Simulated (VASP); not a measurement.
C, 2 atoms in the cell. The cell holds a slab with vacuum, 2 atoms: a = 2.460 Å, b = 2.460 Å, c = 13.011 Å, α = 90.00°, β = 90.00°, γ = 120.00°. 

* Program: VASP 6.6.1
* Task: single point
* Functional: PBE
* Potentials or basis: VASP PAW PBE potentials, release 64 (C)
* Cutoff: 520 eV
* k mesh: 30 × 30 × 1
* Occupations: gaussian, width 0.05 eV
* Spin: no spin polarisation
* Dipole correction: no
* Further INCAR settings: ALGO = Normal; EDIFF = 1e-06; NBANDS = 11; NELMDL = -8

Potentials or basis: VASP PAW PBE potentials, release 64 (C).

Command:

```sh
$ cat potpaw_PBE.64/C/POTCAR > POTCAR
$ mpirun -np 1 vasp_std > vasp.out
```

Hardware: 1 thread of AMD EPYC 7R43 64-Core Processor (Zen 3), with other jobs on the host.

**Question.** Estimate the wall time of this run.

**Answer.** Wall time 70 s on 1 thread of AMD EPYC 7R43 64-Core Processor (Zen 3) (shared host), peak memory 0.16 GiB. Counts: scf iterations 21, k points 91.
